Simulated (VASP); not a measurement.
# SrPd3Se4 (Cmmm) in VASP: single point with PBEsol

Aim: the single point of SrPd3Se4 with PBEsol.

Program: VASP 6.6.1. These are calculated values, not measurements. Logs are shortened: lines on timing, memory, paths and dates and some standing lists are left out, and cuts for length are marked.

## (1) The cell of the first run

The structure is orthorhombic, space group Cmmm (No. 65). The conventional cell has a = 7.538 Å, b = 10.791 Å, c = 3.939 Å, α = 90.00°, β = 90.00°, γ = 90.00°. Within 4.0 Å of Sr (site symmetry mmm) lie 6 Se at 2.93 Å and 10 Pd at 3.77 to 3.84 Å and 2 Sr at 3.94 Å. Pd (site symmetry 2/m) has 6 Se at 2.71 to 2.74 Å within 3.6 Å. Pd (site symmetry mmm) has 6 Se at 2.47 to 2.54 Å within 3.3 Å. Se (site symmetry m2m) has 5 Pd at 2.47 to 2.74 Å and 1 Sr at 2.93 Å within 3.3 Å. Se (site symmetry 2mm) has 4 Pd at 2.54 to 2.71 Å and 2 Sr at 2.93 Å and 1 Se at 3.20 Å within 3.3 Å.

## (2) Single point, PBEsol

Contents of INCAR:

```
ALGO = Normal ; EDIFF = 1E-7
ENCUT = 520 ; GGA = PS
ISIF = 2 ; ISMEAR = -1
LASPH = True ; LCHARG = True
LELF = True ; LREAL = False
LVHAR = True ; LWAVE = False
NBANDS = 42 ; NELM = 60
PREC = Accurate ; SIGMA = 0.03
```

Contents of KPOINTS:

```
k-points
0
Gamma
  4 4 6
```

Contents of POSCAR:

```
SrPd3Se4
1.0
    3.7688520492     -5.3956666193      0.0000000000
    3.7688520492      5.3956666193      0.0000000000
    0.0000000000      0.0000000000      3.9393964954
Sr Pd Se
1 3 4
Direct
    0.5000000000      0.5000000000      0.0000000000
    0.0000000000      0.5000000000      0.5000000000
    0.5000000000      0.0000000000      0.5000000000
    0.0000000000      0.0000000000      0.0000000000
    0.2284728255      0.7715271745      0.0000000000
    0.7879750121      0.7879750121      0.5000000000
    0.2120249879      0.2120249879      0.5000000000
    0.7715271745      0.2284728255      0.0000000000
```

Potentials or basis: VASP PAW PBE potentials, release 64 (Sr_sv, Pd, Se).

Started as:

```console
cat potpaw_PBE.64/Sr_sv/POTCAR potpaw_PBE.64/Pd/POTCAR potpaw_PBE.64/Se/POTCAR > POTCAR
mpirun -np 1 vasp_std > vasp.out
```

OUTCAR:

```text
EDIFF = 1E-7
   ENCUT = 520
   GGA = PS
   ISIF = 2
   ISMEAR = -1
   LASPH = True
   LREAL = False
   NELM = 60
   PREC = Accurate

 ion  position               nearest neighbor table
   1  0.500  0.500  0.000-   5 2.93   8 2.93   7 2.93   6 2.93   6 2.93   7 2.93   4 3.77   4 3.77
                             3 3.84   3 3.84   2 3.84   3 3.84   3 3.84   2 3.84   2 3.84   2 3.84
   2  0.000  0.500  0.500-   6 2.71   7 2.71   5 2.74   8 2.74   5 2.74   8 2.74   1 3.84   1 3.84
                             1 3.84   1 3.84
   3  0.500  0.000  0.500-   6 2.71   7 2.71   5 2.74   8 2.74   5 2.74   8 2.74   1 3.84   1 3.84
                             1 3.84   1 3.84
   4  0.000  0.000  0.000-   5 2.47   8 2.47   7 2.54   6 2.54   6 2.54   7 2.54   1 3.77   1 3.77

   5  0.228  0.772  0.000-   4 2.47   3 2.74   2 2.74   2 2.74   3 2.74   1 2.93
   6  0.788  0.788  0.500-   4 2.54   4 2.54   2 2.71   3 2.71   1 2.93   1 2.93
   7  0.212  0.212  0.500-   4 2.54   4 2.54   2 2.71   3 2.71   1 2.93   1 2.93
   8  0.772  0.228  0.000-   4 2.47   3 2.74   2 2.74   2 2.74   3 2.74   1 2.93

  LATTYP: Found a base centered orthorhombic cell.
 ALAT       =     7.5377040984
 B/A-ratio  =     1.4316472360
 C/A-ratio  =     0.5226255162

  Lattice vectors:

 A1 = (   3.7688520492,  -5.3956666193,   0.0000000000)
 A2 = (   3.7688520492,   5.3956666193,   0.0000000000)
 A3 = (   0.0000000000,   0.0000000000,   3.9393964954)

Analysis of symmetry for initial positions (statically):
=====================================================================
 Subroutine PRICEL returns:
 Original cell was already a primitive cell.

 Routine SETGRP: Setting up the symmetry group for a
 base centered orthorhombic supercell.

 Subroutine GETGRP returns: Found  8 space group operations
 (whereof  8 operations were pure point group operations)
 out of a pool of  8 trial point group operations.

The static configuration has the point symmetry D_2h.

Analysis of symmetry for dynamics (positions and initial velocities):
=====================================================================
 Subroutine PRICEL returns:
 Original cell was already a primitive cell.

 Routine SETGRP: Setting up the symmetry group for a
 base centered orthorhombic supercell.

 Subroutine GETGRP returns: Found  8 space group operations
 (whereof  8 operations were pure point group operations)
 out of a pool of  8 trial point group operations.

The dynamic configuration has the point symmetry D_2h.

 Subroutine INISYM returns: Found  8 space group operations
 (whereof  8 operations are pure point group operations),
 and found     1 'primitive' translations

----------------------------------------------------------------------------------------

                                     Primitive cell

  volume of cell :     160.2190

  direct lattice vectors                    reciprocal lattice vectors
     3.768852049 -5.395666619  0.000000000     0.132666391 -0.092666956  0.000000000
     3.768852049  5.395666619  0.000000000     0.132666391  0.092666956  0.000000000
     0.000000000  0.000000000  3.939396495     0.000000000  0.000000000  0.253845989

  length of vectors
     6.581600416  6.581600416  3.939396495     0.161825635  0.161825635  0.253845989

  position of ions in fractional coordinates (direct lattice)
     0.500000000  0.500000000  0.000000000
     0.000000000  0.500000000  0.500000000
     0.500000000  0.000000000  0.500000000
     0.000000000  0.000000000  0.000000000
     0.228472825  0.771527175  0.000000000
     0.787975012  0.787975012  0.500000000
     0.212024988  0.212024988  0.500000000
     0.771527175  0.228472825  0.000000000

  ion indices of the primitive-cell ions
   primitive index   ion index
                 1           1
                 2           2
                 3           3
                 4           4
                 5           5
                 6           6
                 7           7
                 8           8

----------------------------------------------------------------------------------------

 KPOINTS: k-points

Automatic generation of k-mesh.
 Grid dimensions read from file:
 generate k-points for:    4    4    6

 Generating k-lattice:

  Cartesian coordinates                     Fractional coordinates (reciprocal lattice)
     0.033166598 -0.023166739  0.000000000     0.250000000  0.000000000  0.000000000
     0.033166598  0.023166739  0.000000000     0.000000000  0.250000000  0.000000000
     0.000000000  0.000000000  0.042307665     0.000000000  0.000000000  0.166666667

  Length of vectors
     0.040456409  0.040456409  0.042307665

  Shift w.r.t. Gamma in fractional coordinates (k-lattice)
     0.000000000  0.000000000  0.000000000

 Subroutine IBZKPT returns following result:
 ===========================================

 Found     28 irreducible k-points:

 Following reciprocal coordinates:
            Coordinates               Weight
  0.000000  0.000000  0.000000      1.000000
  0.250000 -0.000000  0.000000      4.000000
  0.500000 -0.000000  0.000000      2.000000
  0.250000  0.250000  0.000000      2.000000
  0.500000  0.250000  0.000000      4.000000
 -0.250000  0.250000  0.000000      2.000000
[... 16 lines left out ...]
  0.250000 -0.000000  0.500000      4.000000
  0.500000 -0.000000  0.500000      2.000000
 [... further k-points ...]
   k-points           NKPTS =     28   k-points in BZ     NKDIM =     28   number of bands    NBANDS=     42
   number of dos      NEDOS =    301   number of ions     NIONS =      8
   total plane-waves  NPLWV =  75000
   dimension x,y,z NGX =    50 NGY =   50 NGZ =   30
   dimension x,y,z NGXF=   100 NGYF=  100 NGZF=   60
   ions per type =               1   3   4
   NGX,Y,Z   is equivalent  to a cutoff of  12.63, 12.63, 12.66 a.u.
   NGXF,Y,Z  is equivalent  to a cutoff of  25.26, 25.26, 25.32 a.u.
 SYSTEM =  unknown system
   PREC   = accura    normal or accurate (medium, high low for compatibility)
   ISTART =      0    job   : 0-new  1-cont  2-samecut
   ICHARG =      2    charge: 1-file 2-atom 10-const
   ISPIN  =      1    spin polarized calculation?
   LNONCOLLINEAR =      F non collinear calculations
   LSORBIT =      F    spin-orbit coupling
   LASPH  =      T    aspherical Exc in radial PAW
   ENCUT  =  520.0 eV  38.22 Ry    6.18 a.u.  12.24 12.24  7.32*2*pi/ulx,y,z
   NELM   =     60;   NELMIN=  2; NELMDL= -5     # of ELM steps
   EDIFF  = 0.1E-06   stopping-criterion for ELM
   LREAL  =      F    real-space projection
   EDIFFG = 0.1E-05   stopping-criterion for IOM
   NSW    =      0    number of steps for IOM
   IBRION =     -1    ionic relax: 0-MD 1-quasi-New 2-CG
   NFREE  =      0    steps in history (QN), initial steepest desc. (CG)
   ISIF   =      2    stress and relaxation
   ISYM   =      2    0-nonsym 1-usesym 2-fastsym
   POTIM  = 0.5000    time-step for ionic-motion
   TEBEG  =    0.0;   TEEND  =   0.0 temperature during run
   PSTRESS=    0.0 pullay stress
   NELECT =      64.0000    total number of electrons
   NUPDOWN=      -1.0000    fix difference up-down
   EMIN   =  10.00;   EMAX   =-10.00  energy-range for DOS
   EFERMI =   0.00;   METHOD = LEGACY
   ISMEAR =    -1;   SIGMA  =   0.03  broadening in eV -4-tet -1-fermi 0-gaus
   EFERMI_NEDOS =   21; number of points for ismear=-14 and -15
   IALGO  =     38    algorithm
   IMIX   =      4    mixing-type and parameters
     AMIX     =   0.40;   BMIX     =  1.00
     AMIX_MAG =   1.60;   BMIX_MAG =  1.00
  volume/ion in A,a.u.               =      20.03       135.15
  Fermi-wavevector in a.u.,A,eV,Ry     =   1.205675  2.278395 19.778133  1.453652
  Thomas-Fermi vector in A             =   2.341364
   LORBIT       =      0    0 simple, 1 ext, 2 COOP (PROOUT), +10 PAW based schemes
   GGA     = PS    functional components
   LHFCALC =     F    Hartree Fock is set to
   AEXX    =    0.0000 exact exchange contribution
   IVDW    =     0    specifies the selected vdW correction
   LEPSILON=     F    determine dielectric tensor
   LRPA    =     F    only Hartree local field effects (RPA)
 non-spin polarized calculation
  energy-cutoff  :      520.00
  volume of cell :      160.22
 maximum number of plane-waves:      4334
 NGX is ok and might be reduce to    50
   NGX = 25   NGY = 25   NGZ = 15

 number of electron      64.0000005 magnetization

 Free energy of the ion-electron system (eV)
  ---------------------------------------------------
  ext. energy  EPLUGINS =         0.00000000
  ---------------------------------------------------
  free energy    TOTEN  =       -39.51083482 eV

  energy without entropy =      -39.49128954  energy(sigma->0) =      -39.50106218

 E-fermi :   6.1273     XC(G=0): -10.9733

 val. band max:        6.1252322645   @ k =   0.5000  -0.0000   0.0000
 cond. band min:       6.1338562236   @ k =  -0.2500   0.2500   0.5000
 fundamental gap:      0.0086239591
 Fermi energy:         6.1273184567

 k-point     1 :       0.0000    0.0000    0.0000
  band No.  band energies     occupation
      1     -28.9112      2.00000
      2     -11.2914      2.00000
      3     -11.1623      2.00000
      4     -10.9430      2.00000
      5      -8.4829      2.00000
      6      -7.2060      2.00000
[... 34 lines left out ...]
     41      10.9530      0.00000
     42      11.1254      0.00000

 k-point     2 :       0.2500   -0.0000    0.0000
  band No.  band energies     occupation
      1     -28.9112      2.00000
      2     -11.3046      2.00000
      3     -11.1682      2.00000
      4     -10.9432      2.00000
      5      -8.3001      2.00000
      6      -7.2132      2.00000
[... 979 lines left out ...]
     41      11.9374      0.00000
     42      11.9795      0.00000

 k-point    24 :       0.5000   -0.0000    0.5000
  band No.  band energies     occupation
      1     -28.8933      2.00000
      2     -11.3705      2.00000
      3     -11.1332      2.00000
      4     -11.1052      2.00000
      5      -7.5584      2.00000
      6      -7.0883      2.00000
[... 34 lines left out ...]
     41      11.8480      0.00000
     42      12.1014      0.00000

 [... further k-points ...]

------------------------ aborting loop because EDIFF is reached ----------------------------------------

  FORCE on cell =-STRESS in cart. coord.  units (eV):
  Direction    XX          YY          ZZ          XY          YZ          ZX
  --------------------------------------------------------------------------------------
  -------------------------------------------------------------------------------------
  Total        0.1625616      0.2194107      0.1906673      0.0000000      0.0000000      0.0000000
  in kB        1.6256036      2.1940905      1.9066588      0.0000000      0.0000000      0.0000000
  external PRESSURE =       1.9087843 kB  Pullay stress =       0.0000000 kB

 VOLUME and BASIS-vectors are now :
 -----------------------------------------------------------------------------
  energy-cutoff  :      520.00
  volume of cell :      160.22
      direct lattice vectors                 reciprocal lattice vectors
     3.768852049 -5.395666619  0.000000000     0.132666391 -0.092666956  0.000000000
     3.768852049  5.395666619  0.000000000     0.132666391  0.092666956  0.000000000
     0.000000000  0.000000000  3.939396495     0.000000000  0.000000000  0.253845989

 POSITION                                       TOTAL-FORCE (eV/Angst)
 -----------------------------------------------------------------------------------
      3.76885      0.00000      0.00000        -0.000000      0.000000     -0.000000
      1.88443      2.69783      1.96970        -0.000000      0.000000     -0.000000
      1.88443     -2.69783      1.96970        -0.000000      0.000000     -0.000000
      0.00000      0.00000      0.00000        -0.000000      0.000000     -0.000000
      3.76885      2.93014      0.00000        -0.000000      0.008502      0.000000
      5.93952      0.00000      1.96970         0.018647      0.000000      0.000000
      1.59818      0.00000      1.96970        -0.018647      0.000000     -0.000000
      3.76885     -2.93014      0.00000        -0.000000     -0.008502     -0.000000
 -----------------------------------------------------------------------------------
    total drift:                                0.000000     -0.000000      0.000000

  FREE ENERGIE OF THE ION-ELECTRON SYSTEM (eV)
  ---------------------------------------------------
  free  energy   TOTEN  =       -39.5108348250 eV

  energy  without entropy=      -39.4912895361  energy(sigma->0) =      -39.50106218
```

Run time: 4.9 min. Hardware: 1 thread of AMD EPYC 7R43 (Zen 3), shared host; peak memory 0.32 GiB.

Results:

```
Free energy            : -39.5108 eV
Pressure               : 0.2 GPa
Largest force          : 0.019 eV/Å
Band gap on the k mesh : zero (bands 32 and 33 overlap by 0.97 eV)
```

Forces on the atoms (eV/Å):
```
Sr   0.000  0.000  0.000
Pd   0.000  0.000  0.000
Pd   0.000  0.000  0.000
Pd   0.000  0.000  0.000
Se   0.000  0.009  0.000
Se   0.019  0.000  0.000
Se  -0.019  0.000  0.000
Se   0.000 -0.009  0.000
```

Caveat: the PAW data sets were made with another functional, which shifts forces and pressure a little.
